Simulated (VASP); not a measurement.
# Cu (I4/mmm) in VASP: a series of runs

Cu is run at these levels: PBEsol; tasks: single point.

All numbers are computed with VASP 6.6.1; they aren't measurements. Logs are shortened: lines on timing, memory, paths and dates and some standing lists are left out, and cuts for length are marked.

**1. The cell of the first run**

The structure is tetragonal, space group I4/mmm (No. 139). The conventional cell has a = 2.886 Å, b = 2.886 Å, c = 2.793 Å, α = 90.00°, β = 90.00°, γ = 90.00°. Within 3.3 Å of Cu (site symmetry 4/mmm) lie 14 Cu at 2.47 to 2.89 Å.

**2. Single point, PBEsol (strain +0.000 along x and y, +0.015 along z)**

Contents of INCAR:

```
SYSTEM = Cu
ALGO     = Fast           ! electronic algorithm
EDIFF    = 1E-7           ! SCF threshold, eV
ENCUT    = 520            ! plane-wave cutoff, eV
GGA      = PS             ! functional
ISIF     = 2              ! what is computed and relaxed
ISMEAR   = 0              ! smearing method
LASPH    = .True.         ! aspherical terms in the spheres
LCHARG   = .False.        ! write CHGCAR
LREAL    = .False.        ! projectors in reciprocal space
LWAVE    = .False.        ! write WAVECAR
NBANDS   = 12             ! bands
NELM     = 80             ! most SCF steps
PREC     = Accurate       ! precision mode
SIGMA    = 0.15           ! smearing width, eV
```

Contents of KPOINTS:

```
k-points
0
Gamma
  24 24 24
  0 0 0
```

Contents of POSCAR:

```
Cu
1.0
   -1.4427933200      1.4427933200      1.3967226717
    1.4427933200     -1.4427933200      1.3967226717
    1.4427933200      1.4427933200     -1.3967226717
Cu
1
Direct
    0.0000000000      0.0000000000      0.0000000000
```

Potentials or basis: VASP PAW PBE potentials, release 64 (Cu).

Launch:

```sh
> cat potpaw_PBE.64/Cu/POTCAR > POTCAR
> mpirun -np 1 vasp_std > vasp.out
```

OUTCAR:

```text
SYSTEM = Cu
   EDIFF = 1E-7
   ENCUT = 520
   GGA = PS
   ISIF = 2
   ISMEAR = 0
   LASPH = .True.
   LREAL = .False.
   NELM = 80
   PREC = Accurate

 ion  position               nearest neighbor table
   1  0.000  0.000  0.000-

  LATTYP: Found a body centered tetragonal cell.
 ALAT       =     2.8855866400
 C/A-ratio  =     0.9680684353

  Lattice vectors:

 A1 = (  -1.4427933200,   1.4427933200,   1.3967226717)
 A2 = (   1.4427933200,  -1.4427933200,   1.3967226717)
 A3 = (   1.4427933200,   1.4427933200,  -1.3967226717)

Analysis of symmetry for initial positions (statically):
=====================================================================
 Subroutine PRICEL returns:
 Original cell was already a primitive cell.

 Routine SETGRP: Setting up the symmetry group for a
 body centered tetragonal supercell.

 Subroutine GETGRP returns: Found 16 space group operations
 (whereof 16 operations were pure point group operations)
 out of a pool of 16 trial point group operations.

The static configuration has the point symmetry D_4h.

Analysis of symmetry for dynamics (positions and initial velocities):
=====================================================================
 Subroutine PRICEL returns:
 Original cell was already a primitive cell.

 Routine SETGRP: Setting up the symmetry group for a
 body centered tetragonal supercell.

 Subroutine GETGRP returns: Found 16 space group operations
 (whereof 16 operations were pure point group operations)
 out of a pool of 16 trial point group operations.

The dynamic configuration has the point symmetry D_4h.

 Subroutine INISYM returns: Found 16 space group operations
 (whereof 16 operations are pure point group operations),
 and found     1 'primitive' translations

----------------------------------------------------------------------------------------

                                     Primitive cell

  volume of cell :      11.6300

  direct lattice vectors                    reciprocal lattice vectors
    -1.442793320  1.442793320  1.396722672     0.000000000  0.346549983  0.357980872
     1.442793320 -1.442793320  1.396722672     0.346549983  0.000000000  0.357980872
     1.442793320  1.442793320 -1.396722672     0.346549983  0.346549983  0.000000000

  length of vectors
     2.472678578  2.472678578  2.472678578     0.498244112  0.498244112  0.490095685

  position of ions in fractional coordinates (direct lattice)
     0.000000000  0.000000000  0.000000000

  ion indices of the primitive-cell ions
   primitive index   ion index
                 1           1

----------------------------------------------------------------------------------------

 KPOINTS: k-points

Automatic generation of k-mesh.
 Grid dimensions read from file:
 generate k-points for:   24   24   24

 Generating k-lattice:

  Cartesian coordinates                     Fractional coordinates (reciprocal lattice)
     0.000000000  0.014439583  0.014915870     0.041666667  0.000000000  0.000000000
     0.014439583  0.000000000  0.014915870     0.000000000  0.041666667  0.000000000
     0.014439583  0.014439583  0.000000000     0.000000000  0.000000000  0.041666667

  Length of vectors
     0.020760171  0.020760171  0.020420654

  Shift w.r.t. Gamma in fractional coordinates (k-lattice)
     0.000000000  0.000000000  0.000000000

 Subroutine IBZKPT returns following result:
 ===========================================

 Found   1063 irreducible k-points:

 Following reciprocal coordinates:
            Coordinates               Weight
  0.000000  0.000000  0.000000      1.000000
  0.041667 -0.000000  0.000000      8.000000
  0.083333 -0.000000  0.000000      8.000000
  0.125000  0.000000  0.000000      8.000000
  0.166667  0.000000  0.000000      8.000000
  0.208333 -0.000000  0.000000      8.000000
[... 16 lines left out ...]
  0.416667  0.041667  0.000000     16.000000
  0.458333  0.041667  0.000000     16.000000
 [... further k-points ...]
   k-points           NKPTS =   1063   k-points in BZ     NKDIM =   1063   number of bands    NBANDS=     12
   number of dos      NEDOS =    301   number of ions     NIONS =      1
   total plane-waves  NPLWV =   5832
   dimension x,y,z NGX =    18 NGY =   18 NGZ =   18
   dimension x,y,z NGXF=    36 NGYF=   36 NGZF=   36
   ions per type =               1
   NGX,Y,Z   is equivalent  to a cutoff of  12.10, 12.10, 12.10 a.u.
   NGXF,Y,Z  is equivalent  to a cutoff of  24.20, 24.20, 24.20 a.u.
 SYSTEM =  Cu
   PREC   = accura    normal or accurate (medium, high low for compatibility)
   ISTART =      0    job   : 0-new  1-cont  2-samecut
   ICHARG =      2    charge: 1-file 2-atom 10-const
   ISPIN  =      1    spin polarized calculation?
   LNONCOLLINEAR =      F non collinear calculations
   LSORBIT =      F    spin-orbit coupling
   LASPH  =      T    aspherical Exc in radial PAW
   ENCUT  =  520.0 eV  38.22 Ry    6.18 a.u.   4.60  4.60  4.60*2*pi/ulx,y,z
   NELM   =     80;   NELMIN=  2; NELMDL= -5     # of ELM steps
   EDIFF  = 0.1E-06   stopping-criterion for ELM
   LREAL  =      F    real-space projection
   EDIFFG = 0.1E-05   stopping-criterion for IOM
   NSW    =      0    number of steps for IOM
   IBRION =     -1    ionic relax: 0-MD 1-quasi-New 2-CG
   NFREE  =      0    steps in history (QN), initial steepest desc. (CG)
   ISIF   =      2    stress and relaxation
   ISYM   =      2    0-nonsym 1-usesym 2-fastsym
   POTIM  = 0.5000    time-step for ionic-motion
   TEBEG  =    0.0;   TEEND  =   0.0 temperature during run
   PSTRESS=    0.0 pullay stress
   NELECT =      11.0000    total number of electrons
   NUPDOWN=      -1.0000    fix difference up-down
   EMIN   =  10.00;   EMAX   =-10.00  energy-range for DOS
   EFERMI =   0.00;   METHOD = LEGACY
   ISMEAR =     0;   SIGMA  =   0.15  broadening in eV -4-tet -1-fermi 0-gaus
   EFERMI_NEDOS =   21; number of points for ismear=-14 and -15
   IALGO  =     68    algorithm
   IMIX   =      4    mixing-type and parameters
     AMIX     =   0.40;   BMIX     =  1.00
     AMIX_MAG =   1.60;   BMIX_MAG =  1.00
  volume/ion in A,a.u.               =      11.63        78.48
  Fermi-wavevector in a.u.,A,eV,Ry     =   1.606989  3.036769 35.135873  2.582414
  Thomas-Fermi vector in A             =   2.703089
   LORBIT       =      0    0 simple, 1 ext, 2 COOP (PROOUT), +10 PAW based schemes
   GGA     = PS    functional components
   LHFCALC =     F    Hartree Fock is set to
   AEXX    =    0.0000 exact exchange contribution
   IVDW    =     0    specifies the selected vdW correction
   LEPSILON=     F    determine dielectric tensor
   LRPA    =     F    only Hartree local field effects (RPA)
 non-spin polarized calculation
 RMM-DIIS sequential band-by-band and
 Gauss-broadening in eV      SIGMA  =   0.15
  energy-cutoff  :      520.00
  volume of cell :       11.63
 maximum number of plane-waves:       333
   NGX =  9   NGY =  9   NGZ =  9

 number of electron      10.9999987 magnetization

 Free energy of the ion-electron system (eV)
  ---------------------------------------------------
  ext. energy  EPLUGINS =         0.00000000
  ---------------------------------------------------
  free energy    TOTEN  =        -4.26971761 eV

  energy without entropy =       -4.26516656  energy(sigma->0) =       -4.26744209

 E-fermi :   7.5852     XC(G=0): -12.9993

 val. band max:        7.5788705382   @ k =  -0.0833  -0.4583   0.0417
 cond. band min:       7.5858858530   @ k =  -0.2917  -0.2917   0.2083
 fundamental gap:      0.0070153148
 Fermi energy:         7.5851550501

 k-point     1 :       0.0000    0.0000    0.0000
  band No.  band energies     occupation
      1      -1.9091      2.00000
      2       4.3534      2.00000
      3       4.4840      2.00000
      4       4.4840      2.00000
      5       5.4088      2.00000
      6       5.5467      2.00000
      7      32.4808      0.00000
      8      32.4808      0.00000
      9      33.2914      0.00000
     10      36.1600      0.00000
     11      36.1601      0.00000
     12      36.4421      0.00000

 k-point     2 :       0.0417   -0.0000    0.0000
  band No.  band energies     occupation
      1      -1.8405      2.00000
      2       4.3581      2.00000
      3       4.4828      2.00000
      4       4.4923      2.00000
      5       5.4079      2.00000
      6       5.5366      2.00000
      7      31.9963      0.00000
      8      32.2904      0.00000
      9      32.7941      0.00000
     10      35.1201      0.00000
     11      35.2626      0.00000
     12      35.6689      0.00000

 k-point     3 :       0.0833   -0.0000    0.0000
  band No.  band energies     occupation
      1      -1.6360      2.00000
      2       4.3452      2.00000
      3       4.4776      2.00000
      4       4.5444      2.00000
      5       5.4033      2.00000
      6       5.5126      2.00000
      7      30.3660      0.00000
      8      31.8246      0.00000
      9      31.8683      0.00000
     10      33.7172      0.00000
     11      34.4385      0.00000
     12      35.2417      0.00000
[... 286 lines left out ...]
 k-point    23 :       0.4167    0.0417    0.0000
  band No.  band energies     occupation
      1       2.4408      2.00000
      2       3.6883      2.00000
      3       5.3891      2.00000
      4       5.5839      2.00000
      5       5.9290      2.00000
      6       6.6761      2.00000
      7      13.2041      0.00000
      8      24.4354      0.00000
      9      25.1101      0.00000
     10      29.3968      0.00000
     11      32.2865      0.00000
     12      40.5482      0.00000

 k-point    24 :       0.4583    0.0417    0.0000
  band No.  band energies     occupation
      1       2.4947      2.00000
      2       3.6642      2.00000
      3       5.4341      2.00000
      4       5.5918      2.00000
      5       6.0698      2.00000
      6       7.1892      1.99981
      7      12.2689      0.00000
      8      24.2351      0.00000
      9      24.9366      0.00000
     10      29.3363      0.00000
     11      32.2774      0.00000
     12      41.1241      0.00000

 [... further k-points ...]

------------------------ aborting loop because EDIFF is reached ----------------------------------------

  FORCE on cell =-STRESS in cart. coord.  units (eV):
  Direction    XX          YY          ZZ          XY          YZ          ZX
  --------------------------------------------------------------------------------------
  -------------------------------------------------------------------------------------
  Total       -0.1987805     -0.1987805     -0.2104326      0.0000000     -0.0000000      0.0000000
  in kB      -27.3845678    -27.3845678    -28.9898029      0.0000000     -0.0000000      0.0000000
  external PRESSURE =     -27.9196462 kB  Pullay stress =       0.0000000 kB

 VOLUME and BASIS-vectors are now :
 -----------------------------------------------------------------------------
  energy-cutoff  :      520.00
  volume of cell :       11.63
      direct lattice vectors                 reciprocal lattice vectors
    -1.442793320  1.442793320  1.396722672     0.000000000  0.346549983  0.357980872
     1.442793320 -1.442793320  1.396722672     0.346549983  0.000000000  0.357980872
     1.442793320  1.442793320 -1.396722672     0.346549983  0.346549983  0.000000000

 POSITION                                       TOTAL-FORCE (eV/Angst)
 -----------------------------------------------------------------------------------
      0.00000      0.00000      0.00000        -0.000000      0.000000      0.000000
 -----------------------------------------------------------------------------------
    total drift:                                0.000000      0.000000     -0.000000

  FREE ENERGIE OF THE ION-ELECTRON SYSTEM (eV)
  ---------------------------------------------------
  free  energy   TOTEN  =        -4.2697176115 eV

  energy  without entropy=       -4.2651665624  energy(sigma->0) =       -4.26744209
```

It took 72 s on 1 thread of Intel Xeon Platinum 8559C (Emerald Rapids), shared host; peak memory 0.25 GiB.

What came out:

| Item | Value |
| --- | --- |
| Free energy | -4.2697 eV |
| Pressure | -2.8 GPa |

Levels at points of the mesh, in eV from the Fermi level:
```tsv
k point	band 2	band 3	band 4	band 5	band 6	band 7	band 8	band 9	band 10	band 11
(0.00, 0.00, 0.00)	-3.23	-3.10	-3.10	-2.18	-2.04	24.90	24.90	25.71	28.57	28.57
(0.50, 0.00, 0.00)	-3.93	-2.13	-1.95	-1.35	-0.57	4.54	17.33	17.38	21.26	24.27
(0.50, 0.50, 0.00)	-3.77	-2.24	-2.03	-1.37	-0.82	4.19	18.18	18.34	22.05	25.01
(0.50, 0.50, 0.50)	-4.70	-1.54	-1.54	-1.51	7.82	7.82	9.06	13.39	13.88	16.32
```

Caveat: the cell differs from its parent crystal (strain +0.000 along x and y, +0.015 along z); the PAW data sets were made with another functional, which shifts forces and pressure a little.

(Part 1 of 2 ends here.)
